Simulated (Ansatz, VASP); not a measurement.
## ZrZn6In3N5O5 in VASP and in Ansatz

```
CELL_PARAMETERS angstrom
0.02208 -0.01246 5.43138
-0.00804 5.93656 -0.01327
-8.66529 -2.95671 -0.02742
ATOMIC_POSITIONS crystal
N 0.37192 0.53656 0.39166
N 0.37086 0.94049 0.20350
N 0.87164 0.26807 0.19615
N 0.87037 0.87034 0.39915
N 0.90548 0.05795 0.79904
O 0.37861 0.72143 0.80032
O 0.38020 0.13252 0.60113
O 0.36876 0.33102 0.99968
O 0.89354 0.45726 0.61019
O 0.89292 0.65323 0.99220
Zn 0.98580 0.73314 0.80174
Zn 0.99837 0.53547 0.36796
Zn 0.97312 0.11215 0.59993
Zn 0.98333 0.30995 0.00451
Zn 0.99704 0.96749 0.21420
Zn 0.51235 0.26355 0.21016
Zr 0.49549 0.86868 0.39660
In 0.51057 0.47206 0.58715
In 0.51868 0.07087 0.81138
In 0.50822 0.67216 0.01449
```

Alike in both runs: functional PBE; k mesh 3 × 3 × 2; occupations gaussian, width 0.1 eV; no spin polarisation.

Ansatz relaxed the structure, and its values are those at the end. VASP's run is a single point on that final structure, the one shown.

|  | VASP | Ansatz |
| --- | --- | --- |
| version | VASP 6.6.1 | Ansatz 0.2.0 |
| potentials or method | VASP PAW PBE potentials, release 64 (N, O, Zn, Zr_sv, In_d), cutoff 520 eV | scalar-relativistic, plane waves, PAW |
| valence electrons in the cell | 178 | 178 |

VASP gave:

- pressure (GPa): 0.5
- rms of the force components (eV/Å): 0.019

**Question.** What did Ansatz give for the same quantities?

**Answer.** Pressure (GPa): 0.0; rms of the force components (eV/Å): 0.010.

The k mesh is coarse, so the values compare programs but aren't converged.
